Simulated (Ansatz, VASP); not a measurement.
**C in VASP and in Ansatz**

```
C
1.0
     0.00000    2.04724    3.34800
     1.18195    0.00000    3.34800
     1.18195    2.04724    0.00000
C
2
Direct
  0.16667 0.83333 0.16667
  0.83333 0.16667 0.83333
```

Change from the starting cell: strain -0.0375 x Voigt [1, 1, 0, 0, 0, 0], atoms carried along.

Alike in both runs: task single point; functional r2SCAN; k mesh 14 × 14 × 14; occupations gaussian, width 0.05 eV; no spin polarisation.

|  | VASP | Ansatz |
| --- | --- | --- |
| version | VASP 6.6.1 | Ansatz 0.2.0 |
| potentials or method | VASP PAW PBE potentials, release 64 (C), cutoff 520 eV | scalar-relativistic, plane waves, PAW |
| valence electrons in the cell | 8 | 8 |

```csv
,VASP,Ansatz,Ansatz less VASP
gap on the k mesh at the Fermi level (eV),0.54,0.54,-0.001
least direct gap on the mesh (eV),0.65,0.65,-0.001
pressure (GPa),39.7,39.0,-0.73
"traceless stress, the component that is largest in VASP (GPa)",-38.11,-37.23,+0.876
rms of the force components (eV/Å),0.014,0.014,0.0000
```

VASP's potentials were made for PBE, not for r2SCAN. Atom by atom the forces differ by 0.000 eV/Å (rms over components). Both programs put the cell under a high pressure, so it lies far from rest at this level. The functional is the same, so the differences come from potentials, cutoffs and numerics.
